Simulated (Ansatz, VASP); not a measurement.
**NaCl: VASP beside Ansatz**

File INCAR:

```
SYSTEM = NaCl
PREC = Accurate ; ENCUT = 500
EDIFF = 1E-6 ; ISMEAR = -1
SIGMA = 0.02 ; LREAL = .FALSE.
LASPH = .TRUE. ; NELM = 120
ALGO = Normal ; ISIF = 2
LWAVE = .FALSE. ; LCHARG = .FALSE.
NBANDS = 14 ; GGA_COMPAT = .FALSE.
```

KPOINTS

```
regular mesh
0
G
  8 8 8
  0 0 0
```

File POSCAR:

```
NaCl
1.0
    2.8213466130      0.0000000000      0.0000000000
    0.0000000000      2.8213466130      0.0000000000
    0.0000000000      0.0000000000      2.8213466130
Na Cl
1 1
Direct
    0.0000000000      0.0000000000      0.0000000000
    0.5000000000      0.5000000000      0.5000000000
```

Input for Ansatz:

```yaml
crystal:
  lattice:
    - [2.821346613, 0.0, 0.0]
    - [0.0, 2.821346613, 0.0]
    - [0.0, 0.0, 2.821346613]
  atoms:
    - { symbol: Na, position: [0.0, 0.0, 0.0] }
    - { symbol: Cl, position: [0.5, 0.5, 0.5] }
kpoints:
  mp_grid: { grid: [8, 8, 8] }
scf:
  occupations: { method: fermi_dirac, width: 0.02 }
hamiltonian:
  xc: lda
  pseudopotentials: { kind: all_electron, lapw: { basis_error: 0.00025 } }
output:
  forces: true
  stress: true
  eigenvalues: true
```

Change from the starting cell: functional lda, volume scaled by 0.96.

Alike in both runs: task single point; functional LDA; k mesh 8 × 8 × 8; occupations fermi-dirac, width 0.02 eV; no spin polarisation.

|  | VASP | Ansatz |
| --- | --- | --- |
| version | VASP 6.6.1 | Ansatz 0.2.0 |
| potentials or method | VASP PAW LDA potentials, release 64 (Na_pv, Cl), cutoff 500 eV | all-electron LAPW, scalar-relativistic |

|  | VASP | Ansatz | Ansatz less VASP |
| --- | --- | --- | --- |
| gap on the k mesh at the Fermi level (eV) | 3.87 | 3.83 | -0.042 |
| pressure (GPa) | 64.8 | 64.4 | -0.31 |

LDA's correlation is that of Perdew and Zunger in VASP and of Perdew and Wang (1992) in Ansatz. Both programs put the cell under a high pressure, so it lies far from rest at this level. Ansatz ran all-electron here, and VASP with PAW potentials.

Noted on VASP's run: the cell as given lies far from equilibrium.
